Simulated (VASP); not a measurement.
# C (Fd-3m) in VASP: a series of runs

The runs below take C through elastic constants, with LDA.

Everything below comes from runs of VASP 6.6.1. Logs are shortened: lines on timing, memory, paths and dates and some standing lists are left out, and cuts for length are marked.

**1. The cell of the first run**

It takes space group Fd-3m (No. 227, cubic). The conventional cell has a = 3.496 Å, b = 3.496 Å, c = 3.496 Å, α = 90.00°, β = 90.00°, γ = 90.00°. C (site symmetry -43m) has 4 C at 1.51 Å within 2.0 Å.

**2. Elastic constants, LDA**

INCAR

```
PREC     = Accurate       # precision mode
ENCUT    = 600            # plane-wave cutoff, eV
EDIFF    = 1E-8           # SCF threshold, eV
ISMEAR   = 0              # smearing method
SIGMA    = 0.01           # smearing width, eV
LREAL    = F              # projectors in reciprocal space
LASPH    = T              # aspherical terms in the spheres
NELM     = 60             # most SCF steps
ALGO     = Normal         # electronic algorithm
ISIF     = 3              # what is computed and relaxed
LWAVE    = F              # write WAVECAR
LCHARG   = T              # write CHGCAR
GGA      = CA             # functional
IBRION   = 6              # ionic algorithm
NFREE    = 2            
POTIM    = 0.015          # step
NSW      = 1              # ionic steps
```

KPOINTS

```
regular mesh
0
Gamma
  10 10 10
```

POSCAR

```
C
1.0
    0.0000000000      1.7480711187      1.7480711187
    1.7480711187      0.0000000000      1.7480711187
    1.7480711187      1.7480711187      0.0000000000
C
2
Direct
    0.5000000000      0.5000000000      0.5000000000
    0.7500000000      0.7500000000      0.7500000000
```

Potentials or basis: VASP PAW LDA potentials, release 64 (C).

On the command line:

```
$ cat potpaw_LDA.64/C/POTCAR > POTCAR
$ mpirun -np 1 vasp_std > vasp.out
```

OUTCAR:

```text
PREC = Accurate
   ENCUT = 600
   EDIFF = 1E-8
   ISMEAR = 0
   LREAL = F
   LASPH = T
   NELM = 60
   ISIF = 3
   GGA = CA
   IBRION = 6
   NFREE = 2
   POTIM = 0.015
   NSW = 1

 ion  position               nearest neighbor table
   1  0.500  0.500  0.500-   2 1.51   2 1.51   2 1.51   2 1.51
   2  0.750  0.750  0.750-   1 1.51   1 1.51   1 1.51   1 1.51

  LATTYP: Found a face centered cubic cell.
 ALAT       =     3.4961422374

  Lattice vectors:

 A1 = (   0.0000000000,   1.7480711187,   1.7480711187)
 A2 = (   1.7480711187,   0.0000000000,   1.7480711187)
 A3 = (   1.7480711187,   1.7480711187,   0.0000000000)

Analysis of symmetry for initial positions (statically):
=====================================================================
 Subroutine PRICEL returns:
 Original cell was already a primitive cell.

 Routine SETGRP: Setting up the symmetry group for a
 face centered cubic supercell.

 Subroutine GETGRP returns: Found 48 space group operations
 (whereof 24 operations were pure point group operations)
 out of a pool of 48 trial point group operations.

The static configuration has the point symmetry T_d .
 The point group associated with its full space group is O_h .

Analysis of symmetry for dynamics (positions and initial velocities):
=====================================================================
 Subroutine PRICEL returns:
 Original cell was already a primitive cell.

 Routine SETGRP: Setting up the symmetry group for a
 face centered cubic supercell.

 Subroutine GETGRP returns: Found 48 space group operations
 (whereof 24 operations were pure point group operations)
 out of a pool of 48 trial point group operations.

The dynamic configuration has the point symmetry T_d .
 The point group associated with its full space group is O_h .

 Subroutine INISYM returns: Found 48 space group operations
 (whereof 24 operations are pure point group operations),
 and found     1 'primitive' translations

----------------------------------------------------------------------------------------

                                     Primitive cell

  volume of cell :      10.6833

  direct lattice vectors                    reciprocal lattice vectors
     0.000000000  1.748071119  1.748071119    -0.286029553  0.286029553  0.286029553
     1.748071119  0.000000000  1.748071119     0.286029553 -0.286029553  0.286029553
     1.748071119  1.748071119  0.000000000     0.286029553  0.286029553 -0.286029553

  length of vectors
     2.472145884  2.472145884  2.472145884     0.495417718  0.495417718  0.495417718

  position of ions in fractional coordinates (direct lattice)
     0.500000000  0.500000000  0.500000000
     0.750000000  0.750000000  0.750000000

  ion indices of the primitive-cell ions
   primitive index   ion index
                 1           1
                 2           2

----------------------------------------------------------------------------------------

 KPOINTS: regular mesh

Automatic generation of k-mesh.
 Grid dimensions read from file:
 generate k-points for:   10   10   10

 Generating k-lattice:

  Cartesian coordinates                     Fractional coordinates (reciprocal lattice)
    -0.028602955  0.028602955  0.028602955     0.100000000  0.000000000  0.000000000
     0.028602955 -0.028602955  0.028602955     0.000000000  0.100000000  0.000000000
     0.028602955  0.028602955 -0.028602955     0.000000000  0.000000000  0.100000000

  Length of vectors
     0.049541772  0.049541772  0.049541772
[... 101 lines left out ...]
  free energy    TOTEN  =       -20.23328228 eV

  energy without entropy =      -20.23328228  energy(sigma->0) =      -20.23328228

------------------------ aborting loop because EDIFF is reached ----------------------------------------

  FORCE on cell =-STRESS in cart. coord.  units (eV):
  Direction    XX          YY          ZZ          XY          YZ          ZX
  --------------------------------------------------------------------------------------
  -------------------------------------------------------------------------------------
  Total        1.0637553      1.0637553      1.0637553     -0.0000000     -0.0000000     -0.0000000
  in kB      159.5309777    159.5309777    159.5309777     -0.0000000     -0.0000000     -0.0000000
  external PRESSURE =     159.5309777 kB  Pullay stress =       0.0000000 kB
[... 89 lines left out ...]
  FREE ENERGIE OF THE ION-ELECTRON SYSTEM (eV)
  ---------------------------------------------------
  free  energy   TOTEN  =       -20.2083699811 eV

  energy  without entropy=      -20.2083699811  energy(sigma->0) =      -20.20836998

[... ionic steps 4 to 12 ...]

--------------------------------------- Ionic step       13  -------------------------------------------

 number of electron       7.9999999 magnetization

------------------------ aborting loop because EDIFF is reached ----------------------------------------
[... 67 lines left out ...]
--------------------------------------- Ionic step       15  -------------------------------------------

 number of electron       7.9999999 magnetization

 Free energy of the ion-electron system (eV)
  ---------------------------------------------------
  ext. energy  EPLUGINS =         0.00000000
  ---------------------------------------------------
  free energy    TOTEN  =       -20.22863708 eV

  energy without entropy =      -20.22863708  energy(sigma->0) =      -20.22863708

 E-fermi :  11.0377     XC(G=0): -13.7919

 val. band max:       10.8612832726   @ k =   0.0000   0.0000   0.0000
 cond. band min:      14.8909914994   @ k =   0.4000   0.4000   0.0000
 fundamental gap:      4.0297082269
 Fermi energy:        11.0376984353

 k-point     1 :       0.0000    0.0000    0.0000
  band No.  band energies     occupation
      1     -11.5148      2.00000
      2      10.3771      2.00000
      3      10.6226      2.00000
      4      10.8613      2.00000
      5      16.1201      0.00000
      6      16.3271      0.00000
      7      16.5455      0.00000
      8      25.5692      0.00000
[... 243 lines left out ...]
 k-point    24 :       0.4000    0.3000    0.0000
  band No.  band energies     occupation
      1      -6.7313      2.00000
      2       2.5352      2.00000
      3       4.2281      2.00000
      4       4.9611      2.00000
      5      15.5610      0.00000
      6      18.7516      0.00000
      7      25.2323      0.00000
      8      25.4413      0.00000

 [... further k-points ...]
[... 5 lines left out ...]
  --------------------------------------------------------------------------------------
  -------------------------------------------------------------------------------------
  Total        1.0663062      1.0717424      1.0717424      0.0000000     -0.0918114      0.0000000
  in kB      159.9135378    160.7288073    160.7288073      0.0000000    -13.7689241      0.0000000
  external PRESSURE =     160.4570508 kB  Pullay stress =       0.0000000 kB
[... 17 lines left out ...]
  FREE ENERGIE OF THE ION-ELECTRON SYSTEM (eV)
  ---------------------------------------------------
  free  energy   TOTEN  =       -20.2286370831 eV

  energy  without entropy=      -20.2286370831  energy(sigma->0) =      -20.22863708

 INTERNAL STRAIN TENSORS FROM STRAINED CELLS
 ============================================

 INTERNAL STRAIN TENSOR FOR ION    1 for displacements in x,y,z  (eV/Angst):
          X           Y           Z          XY          YZ          ZX
  --------------------------------------------------------------------------------
  x    -0.00000     0.00000    -0.00000     0.00000     6.12363     0.00000
  y     0.00000     0.00000    -0.00000     0.00000     0.00000     6.12349
  z     0.00000    -0.00000     0.00000     6.12437     0.00000     0.00000

 INTERNAL STRAIN TENSORS FROM DISPLACED ATOMS
 ============================================

 INTERNAL STRAIN TENSOR FOR ION    1 for displacements in x,y,z  (eV/Angst):
          X           Y           Z          XY          YZ          ZX
  --------------------------------------------------------------------------------
  x    -0.00000    -0.00000    -0.00000     0.00000     6.12315     0.00000
  y    -0.00000     0.00000    -0.00000     0.00000     0.00000     6.12315
  z    -0.00000    -0.00000    -0.00000     6.12315     0.00000     0.00000

 INTERNAL STRAIN TENSOR FOR ION    2 for displacements in x,y,z  (eV/Angst):
          X           Y           Z          XY          YZ          ZX
  --------------------------------------------------------------------------------
  x     0.00000     0.00000     0.00000     0.00000    -6.12315     0.00000
  y     0.00000    -0.00000     0.00000     0.00000     0.00000    -6.12315
  z     0.00000     0.00000     0.00000    -6.12315     0.00000     0.00000

 Eigenvectors and eigenvalues of the dynamical matrix
 ----------------------------------------------------

   1 f  =   40.988879 THz   257.540725 2PiTHz 1367.241846 cm-1   169.516308 meV
             X         Y         Z           dx          dy          dz
      1.748071  1.748071  1.748071     0.000000   -0.707107    0.000000
      2.622107  2.622107  2.622107     0.000000    0.707107    0.000000
[... 21 lines left out ...]
   6 f  =    0.000000 THz     0.000000 2PiTHz    0.000000 cm-1     0.000000 meV
             X         Y         Z           dx          dy          dz
      1.748071  1.748071  1.748071     0.000000    0.000000    0.707107
      2.622107  2.622107  2.622107     0.000000    0.000000    0.707107

--------------------------------------------------------------------------------------------------------

 ELASTIC MODULI CONTR FROM IONIC RELAXATION (kBar)
 Direction    XX          YY          ZZ          XY          YZ          ZX
 --------------------------------------------------------------------------------
 XX          -0.0000     -0.0000     -0.0000      0.0000      0.0000      0.0000
 YY          -0.0000     -0.0000     -0.0000      0.0000      0.0000     -0.0000
 ZZ          -0.0000     -0.0000     -0.0000      0.0000      0.0000      0.0000
 XY           0.0000      0.0000      0.0000   -136.1989      0.0000      0.0000
 YZ           0.0000      0.0000      0.0000      0.0000   -136.1989      0.0000
 ZX           0.0000     -0.0000      0.0000      0.0000      0.0000   -136.1989
 --------------------------------------------------------------------------------

 TOTAL ELASTIC MODULI (kBar)
 Direction    XX          YY          ZZ          XY          YZ          ZX
 --------------------------------------------------------------------------------
 XX       11622.4239   1778.6435   1778.6435     -0.0000      0.0000      0.0000
 YY        1778.6435  11622.4239   1778.6435     -0.0000     -0.0000     -0.0000
 ZZ        1778.6435   1778.6435  11622.4239      0.0000      0.0000      0.0000
 XY          -0.0000     -0.0000      0.0000   6344.7335     -0.0000     -0.0000
 YZ           0.0000     -0.0000      0.0000     -0.0000   6344.7335      0.0000
 ZX           0.0000     -0.0000      0.0000     -0.0000      0.0000   6344.7335
 --------------------------------------------------------------------------------
```

It took 1.7 min on 1 thread of Intel Xeon Platinum 8259CL at 2.50GHz (Skylake/Cascade Lake), shared host; peak memory 0.16 GiB.

Results:

```
Elastic constants C11, C12, C44 : 1162, 178, 634 GPa
Voigt bulk modulus              : 506 GPa
Highest phonon frequency at Γ   : 1367 cm⁻¹
```

Phonon frequencies in cm⁻¹ (negative: imaginary):
| q point | frequencies |
| --- | --- |
| (0.000, 0.000, 0.000) | 0 0 0 1367 1367 1367 |

Elastic tensor in Voigt notation (GPa, in the Cartesian axes of the cell as first typed):
```
1162  178  178    0    0    0
 178 1162  178    0    0    0
 178  178 1162    0    0    0
   0    0    0  634    0    0
   0    0    0    0  634    0
   0    0    0    0    0  634
```

Clamped-ion elastic tensor (GPa):
```
1162  178  178    0    0    0
 178 1162  178    0    0    0
 178  178 1162    0    0    0
   0    0    0  648    0    0
   0    0    0    0  648    0
   0    0    0    0    0  648
```

Caveat: the cell is under stress, which shifts elastic constants.

**3. Elastic constants, LDA**

This run uses another cell than the first one, of 5.39 Å³/atom, 1.010 times its volume.

INCAR

```
PREC = Accurate
ENCUT = 600
EDIFF = 1E-8
ISMEAR = 0
SIGMA = 0.01
LREAL = F
LASPH = T
NELM = 80
ALGO = Normal
ISIF = 3
LWAVE = F
LCHARG = F
GGA = CA
IBRION = 6
NFREE = 2
POTIM = 0.015
NSW = 1
```

KPOINTS is that of step 2.

POSCAR

```
C
1.0
    0.0000000000      1.7537826711      1.7537826711
    1.7537826711      0.0000000000      1.7537826711
    1.7537826711      1.7537826711      0.0000000000
C
2
Direct
    0.5000000000      0.5000000000      0.5000000000
    0.7500000000      0.7500000000      0.7500000000
```

Potentials or basis: VASP PAW LDA potentials, release 64 (C).

On the command line:

```
$ cat potpaw_LDA.64/C/POTCAR > POTCAR
$ mpirun -np 1 vasp_std > vasp.out
```

Wall time 1.7 min (1 thread of Intel Xeon Platinum 8259CL at 2.50GHz (Skylake/Cascade Lake), shared host); peak memory 0.16 GiB.

The run converged. Its results:

```yaml
Elastic_constants_C11_C12_C44: 1143, 168, 621 GPa
Voigt_bulk_modulus: 493 GPa
Highest_phonon_frequency_at_Γ: 1354 cm⁻¹
```

Phonon frequencies in cm⁻¹ (negative: imaginary):
| q point | frequencies |
| --- | --- |
| (0.000, 0.000, 0.000) | 0 0 0 1354 1354 1354 |

Elastic tensor in Voigt notation (GPa, in the Cartesian axes of the cell as first typed):
```
1143  168  168    0    0    0
 168 1143  168    0    0    0
 168  168 1143    0    0    0
   0    0    0  621    0    0
   0    0    0    0  621    0
   0    0    0    0    0  621
```

Clamped-ion elastic tensor (GPa):
```
1143  168  168    0    0    0
 168 1143  168    0    0    0
 168  168 1143    0    0    0
   0    0    0  633    0    0
   0    0    0    0  633    0
   0    0    0    0    0  633
```

Caveat: the cell is under stress, which shifts elastic constants.

**4. Elastic constants, LDA**

This run uses another cell than the first one, of 5.43 Å³/atom, 1.016 times its volume.

INCAR

```
SYSTEM = C
PREC = Accurate ; ENCUT = 600
EDIFF = 1E-8 ; ISMEAR = 0
SIGMA = 0.01 ; LREAL = .False.
LASPH = .True. ; NELM = 100
ALGO = Normal ; ISIF = 3
LWAVE = .False. ; LCHARG = .False.
IBRION = 6 ; NFREE = 2
POTIM = 0.015 ; NSW = 1
```

KPOINTS

```
Automatic mesh
0
Gamma
  10 10 10
  0 0 0
```

POSCAR

```
C
1.0
    0.0000000000      1.7573025676      1.7573025676
    1.7573025676      0.0000000000      1.7573025676
    1.7573025676      1.7573025676      0.0000000000
C
2
Direct
    0.5000000000      0.5000000000      0.5000000000
    0.7500000000      0.7500000000      0.7500000000
```

On the command line:

```
$ cat potpaw_LDA.64/C/POTCAR > POTCAR
$ mpirun -np 1 vasp_std > vasp.out
```

Wall time 1.7 min (1 thread of Intel Xeon Platinum 8259CL at 2.50GHz (Skylake/Cascade Lake), shared host); peak memory 0.15 GiB.

It converged, with:

```
Elastic constants C11, C12, C44 : 1131, 163, 613 GPa
Voigt bulk modulus              : 486 GPa
Highest phonon frequency at Γ   : 1346 cm⁻¹
```

Phonon frequencies in cm⁻¹ (negative: imaginary):
```csv
q point,frequencies
"(0.000, 0.000, 0.000)",0 0 0 1346 1346 1346
```

Elastic tensor in Voigt notation (GPa, in the Cartesian axes of the cell as first typed):
```
1131  163  163    0    0    0
 163 1131  163    0    0    0
 163  163 1131    0    0    0
   0    0    0  613    0    0
   0    0    0    0  613    0
   0    0    0    0    0  613
```

Clamped-ion elastic tensor (GPa):
```
1131  163  163    0    0    0
 163 1131  163    0    0    0
 163  163 1131    0    0    0
   0    0    0  623    0    0
   0    0    0    0  623    0
   0    0    0    0    0  623
```

Caveat: the cell is under stress, which shifts elastic constants.

**5. Elastic constants, LDA**

This run uses another cell than the first one, of 5.46 Å³/atom, 1.022 times its volume.

INCAR

```
PREC = Accurate ; ENCUT = 600
EDIFF = 1E-8 ; ISMEAR = 0
SIGMA = 0.01 ; LREAL = F
LASPH = T ; NELM = 80
ALGO = Normal ; ISIF = 3
LWAVE = F ; LCHARG = F
GGA = CA ; IBRION = 6
NFREE = 2 ; POTIM = 0.015
NSW = 1
```

KPOINTS

```
Automatic mesh
0
Gamma
  10 10 10
```

POSCAR

```
C
1.0
    0.0000000000      1.7609084281      1.7609084281
    1.7609084281      0.0000000000      1.7609084281
    1.7609084281      1.7609084281      0.0000000000
C
2
Direct
    0.5000000000      0.5000000000      0.5000000000
    0.7500000000      0.7500000000      0.7500000000
```

On the command line:

```
$ cat potpaw_LDA.64/C/POTCAR > POTCAR
$ mpirun -np 1 vasp_std > vasp.out
```

It took 2 min on 1 thread of Intel Xeon Platinum 8259CL at 2.50GHz (Skylake/Cascade Lake), shared host; peak memory 0.15 GiB.

It converged, with:

| Quantity | Value |
| --- | --- |
| Elastic constants C11, C12, C44 | 1119, 157, 605 GPa |
| Voigt bulk modulus | 478 GPa |
| Highest phonon frequency at Γ | 1338 cm⁻¹ |

Phonon frequencies in cm⁻¹ (negative: imaginary):
| q point | frequencies |
| --- | --- |
| (0.000, 0.000, 0.000) | 0 0 0 1338 1338 1338 |

Elastic tensor in Voigt notation (GPa, in the Cartesian axes of the cell as first typed):
```
1119  157  157    0    0    0
 157 1119  157    0    0    0
 157  157 1119    0    0    0
   0    0    0  605    0    0
   0    0    0    0  605    0
   0    0    0    0    0  605
```

Clamped-ion elastic tensor (GPa):
```
1119  157  157    0    0    0
 157 1119  157    0    0    0
 157  157 1119    0    0    0
   0    0    0  614    0    0
   0    0    0    0  614    0
   0    0    0    0    0  614
```

Caveat: the cell is under stress, which shifts elastic constants.
